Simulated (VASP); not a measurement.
A run of VASP 6.6.1 is set up as follows.

INCAR

```
PREC = Accurate ; ENCUT = 600
EDIFF = 1E-6 ; ISMEAR = 0
SIGMA = 0.1 ; LREAL = False
LASPH = True ; NELM = 100
ALGO = Normal ; ISIF = 3
LWAVE = False ; LCHARG = False
IBRION = 2 ; NSW = 70
EDIFFG = -0.005
```

File KPOINTS:

```
regular mesh
0
Gamma
  21 21 6
```

The input POSCAR:

```
C
1.0
    2.4649634493      0.0000000000      0.0000000000
   -1.2324817246      2.1347209665      0.0000000000
    0.0000000000      0.0000000000      6.7405393636
C
4
Direct
    0.0000000000      0.0000000000      0.0025000117
    0.0000000000      0.0000000000      0.5025000117
    0.3333333333      0.6666666667      0.0024999883
    0.6666666667      0.3333333333      0.5024999883
```

Potentials or basis: VASP PAW LDA potentials, release 64 (C).

Command:

```console
$ cat potpaw_LDA.64/C/POTCAR > POTCAR
$ mpirun -np 1 vasp_std > vasp.out
```

Question: Predict the space group after relaxing (to 0.05 Å).

Answer: P6_3/mmc (No. 194).

Question: Predict the relaxed cell.

Answer: a = 2.446 Å, b = 2.446 Å, c = 6.561 Å, α = 90.00°, β = 90.00°, γ = 120.00°.

Final structure:
```cif
data_structure
_symmetry_space_group_name_H-M 'P 1'
_symmetry_Int_Tables_number 1
_cell_length_a 2.4460
_cell_length_b 2.4460
_cell_length_c 6.5612
_cell_angle_alpha 90.000
_cell_angle_beta 90.000
_cell_angle_gamma 120.000
_cell_volume 34.00
loop_
_atom_site_label
_atom_site_type_symbol
_atom_site_fract_x
_atom_site_fract_y
_atom_site_fract_z
_atom_site_occupancy
C1 C 0.00000 0.00000 0.00250 1
C2 C 0.00000 0.00000 0.50250 1
C3 C 0.33333 0.66667 0.00250 1
C4 C 0.66667 0.33333 0.50250 1
```

LDA usually gives volumes a few per cent too small. Zero-point motion and thermal expansion aren't in these numbers.
